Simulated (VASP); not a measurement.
Wanted: the native input for a VASP 6.6.1 run.

| Item | Value |
| --- | --- |
| Task | single point |
| Functional | r2SCAN |
| Dispersion | D4 |
| Potentials or basis | VASP PAW PBE potentials, release 64 (Hf_pv, O) |
| Cutoff | 520 eV |
| k mesh | 5 × 6 × 5 |
| Occupations | fermi-dirac, width 0.05 eV |
| Spin | no spin polarisation |
| Dipole correction | no |
| Further INCAR settings | ALGO = Normal; EDIFF = 1e-07; NBANDS = 56 |

HfO2:

```xyz
12
Lattice="5.2540 0.0000 0.0000 0.0000 5.0379 0.0000 0.0000 0.0000 5.0660" Properties=species:S:1:pos:R:3 pbc="T T T"
Hf    5.0806    3.6904    3.7561
Hf    2.8004    3.6904    1.2231
Hf    2.4536    1.3475    3.7561
Hf    0.1734    1.3475    1.2231
O     3.3212    4.6784    4.4544
O     4.5598    4.6784    1.9214
O     1.2292    2.7199    2.4940
O     1.3978    2.7199    5.0270
O     4.0249    2.3180    5.0270
O     3.8562    2.3180    2.4940
O     0.6942    0.3595    4.4544
O     1.9328    0.3595    1.9214
```

The input as run:

POSCAR

```
HfO2
1.0
    5.2540303499      0.0000000000      0.0000000000
    0.0000000000      5.0379087863      0.0000000000
    0.0000000000      0.0000000000      5.0660150614
Hf O
4 8
Direct
    0.9669940000      0.7325208200      0.7414403500
    0.5330060000      0.7325208200      0.2414403500
    0.4669940000      0.2674791800      0.7414403500
    0.0330060000      0.2674791800      0.2414403500
    0.6321274500      0.9286454000      0.8792672600
    0.8678725500      0.9286454000      0.3792672600
    0.2339485200      0.5398830500      0.4922923900
    0.2660514800      0.5398830500      0.9922923900
    0.7660514800      0.4601169500      0.9922923900
    0.7339485200      0.4601169500      0.4922923900
    0.1321274500      0.0713546000      0.8792672600
    0.3678725500      0.0713546000      0.3792672600
```

INCAR.step1

```
  ALGO = Normal
  EDIFF = 1E-4
  ENCUT = 520
  GGA = PE
  ISMEAR = -1
  LASPH = T
  LCHARG = F
  LREAL = F
  LWAVE = T
  NBANDS = 56
  NELM = 100
  PREC = Accurate
  SIGMA = 0.05
```

INCAR.step2

```
  ALGO = Normal
  EDIFF = 1E-7
  ENCUT = 520
  ISIF = 2
  ISMEAR = -1
  ISTART = 1
  IVDW = 13
  LASPH = T
  LCHARG = F
  LMIXTAU = T
  LREAL = F
  LWAVE = F
  METAGGA = R2SCAN
  NBANDS = 56
  NELM = 100
  PREC = Accurate
  SIGMA = 0.05
  VDW_A1 = 0.51559235
  VDW_A2 = 5.77342911
  VDW_S6 = 1.0
  VDW_S8 = 0.6018749
```

KPOINTS

```
k-points
0
Gamma
  5 6 5
```

Potentials or basis: VASP PAW PBE potentials, release 64 (Hf_pv, O).

The run is started by

```sh
$ cat potpaw_PBE.64/Hf_pv/POTCAR potpaw_PBE.64/O/POTCAR > POTCAR
$ cp INCAR.step1 INCAR
$ mpirun -np 1 vasp_std > vasp.out
$ cp INCAR.step2 INCAR
$ mpirun -np 1 vasp_std > vasp.out
```

Results of the run:

```yaml
Pressure: -6.1 GPa
Largest_force: 0.092 eV/Å
Band_gap_on_the_k_mesh: 4.88 eV (least direct gap 5.10 eV)
Dispersion_energy_per_atom: -0.074 eV
```

Caveat: the cell stands under tension; the PAW data sets were made with another functional, which shifts forces and pressure a little; spin-orbit coupling is left out, which moves the levels of the heavy elements; an odd mesh through Γ misses points on the zone boundary, where band edges can lie.

It took 26 min on 1 thread of Intel Xeon 8259CL, with other jobs on the host, peak memory 0.38 GiB.
